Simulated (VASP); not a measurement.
CaMg, 2 atoms in the cell. The structure is tetragonal, space group P4/mmm (No. 123). Conventional cell: a = 3.933 Å, b = 3.933 Å, c = 3.921 Å, α = 90.00°, β = 90.00°, γ = 90.00°. Within 4.5 Å of Ca (site symmetry 4/mmm) lie 8 Mg at 3.40 Å and 6 Ca at 3.92 to 3.93 Å. Within 4.5 Å of Mg (site symmetry 4/mmm) lie 8 Ca at 3.40 Å and 6 Mg at 3.92 to 3.93 Å. 

| Property | Result |
| --- | --- |
| Program | VASP 6.6.1 |
| Task | single point |
| Functional | PBEsol |
| Potentials or basis | VASP PAW PBE potentials, release 64 (Ca_sv, Mg) |
| Cutoff | 520 eV |
| k mesh | 5 × 5 × 5 |
| Occupations | fermi-dirac, width 0.05 eV |
| Spin | no spin polarisation |
| Dipole correction | no |
| Further INCAR settings | ALGO = Normal; EDIFF = 1e-06; NBANDS = 13 |

Potentials or basis: VASP PAW PBE potentials, release 64 (Ca_sv, Mg).

The run is started by

```console
$ cat potpaw_PBE.64/Ca_sv/POTCAR potpaw_PBE.64/Mg/POTCAR > POTCAR
$ mpirun -np 1 vasp_std > vasp.out
```

Hardware: 1 thread of AMD EPYC 7R13, with other jobs on the host.

How long does it take, and how much memory?

It took 17 s on 1 thread of AMD EPYC 7R13, with other jobs on the host, peak memory 0.14 GiB. Counts: scf iterations 11, k points 18.
